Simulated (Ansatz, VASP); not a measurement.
# ScGaC6N6: VASP beside Ansatz

```xyz
14
Lattice="0.0000 5.5035 5.5035 5.5035 0.0000 5.5035 5.5035 5.5035 0.0000" Properties=species:S:1:pos:R:3 pbc="T T T"
Sc    5.5035    5.5035    5.5035
Ga    0.0000    0.0000    0.0000
C     2.1399    5.5035    5.5035
C     5.5035    2.1399    5.5035
C     5.5035    5.5035    2.1399
C     8.8670    5.5035    5.5035
C     5.5035    8.8670    5.5035
C     5.5035    5.5035    8.8670
N     3.3055    5.5035    5.5035
N     5.5035    3.3055    5.5035
N     5.5035    5.5035    3.3055
N     7.7014    5.5035    5.5035
N     5.5035    7.7014    5.5035
N     5.5035    5.5035    7.7014
```

Alike in both runs: functional PBE; k mesh 4 × 4 × 4; occupations gaussian, width 0.1 eV; no spin polarisation.

Ansatz relaxed the structure, and its values are those at the end. VASP's run is a single point on that final structure, the one shown.

|  | VASP | Ansatz |
| --- | --- | --- |
| version | VASP 6.6.1 | Ansatz 0.2.0 |
| potentials or method | VASP PAW PBE potentials, release 64 (Sc_sv, Ga_d, C, N), cutoff 520 eV | scalar-relativistic, plane waves, PAW |
| valence electrons in the cell | 78 | 78 |

```tsv
	VASP	Ansatz	Ansatz less VASP
gap on the k mesh at the Fermi level (eV)	3.70	3.71	+0.009
least direct gap on the mesh (eV)	3.79	3.79	+0.009
pressure (GPa)	0.5	0.1	-0.44
rms of the force components (eV/Å)	0.209	0.006	-0.2029
```

One of these differences is far larger than is usual between the two programs; its cause wasn't traced. The functional is the same, so the differences come from potentials, cutoffs and numerics.

Noted on VASP's run: the standard files for N, O and F lose accuracy on very short bonds.
